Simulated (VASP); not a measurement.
# TiO2: electric field gradients with PBE

The system is TiO2.

```
Ti O
1.0
    -1.89250    1.89250    4.75700
     1.89250   -1.89250    4.75700
     1.89250    1.89250   -4.75700
Ti O
2 4
Direct
  0.00000 0.00000 0.00000
  0.75000 0.25000 0.50000
  0.20660 0.20660 0.00000
  0.95660 0.45660 0.50000
  0.54340 0.04340 0.50000
  0.79340 0.79340 0.00000
```

```
Program                : VASP 6.6.1
Task                   : electric field gradients
Functional             : PBE
Potentials or basis    : VASP PAW PBE potentials, release 64 (Ti_sv, O)
Cutoff                 : 520 eV
k mesh                 : 13 × 13 × 13
Occupations            : fermi-dirac, width 0.08 eV
Spin                   : no spin polarisation
Dipole correction      : no
Further INCAR settings : ALGO = Normal; EDIFF = 1e-08; NBANDS = 33
```

```yaml
Pressure: 6.6 GPa
Largest_force: 0.361 eV/Å
Band_gap_on_the_k_mesh: 2.15 eV (least direct gap 2.45 eV)
Largest_electric_field_gradient_by_atom: Ti -1.8; O +17.1 V/Å²
```

Forces on the atoms (eV/Å):
```
Ti   0.000  0.000  0.000
Ti   0.000  0.000  0.000
O    0.000  0.000  0.361
O    0.000  0.000  0.361
O    0.000  0.000 -0.361
O    0.000  0.000 -0.361
```

Stress tensor (GPa, compression positive):
```
5.25 0.00 0.00
0.00 5.25 0.00
0.00 0.00 9.45
```

Levels at points of the mesh, in eV from the valence-band top:
```csv
k point,band 21,band 22,band 23,band 24,band 25,band 26,band 27,band 28
"(0.00, 0.00, 0.00)",-0.70,-0.70,-0.43,-0.43,2.15,2.90,4.10,4.10
```

Electric field gradients, principal values (V/Å²):
```csv
atom,least,middle,greatest (by size)
1 Ti,0.878,0.880,-1.759
2 Ti,0.878,0.880,-1.759
3 O,-8.446,-8.657,17.103
4 O,-8.446,-8.657,17.103
5 O,-8.446,-8.657,17.103
6 O,-8.446,-8.657,17.103
```

Wall time 17 min on 1 thread of AMD EPYC 7R13 Processor (Zen 3), with other jobs on the host, peak memory 0.47 GiB.

Caveat: the cell stands under pressure; without QUAD_EFG the Cq values of the log hold for a quadrupole moment of 1 mb, not for the nuclei. As with any semilocal functional, this PBE gap is likely too small.
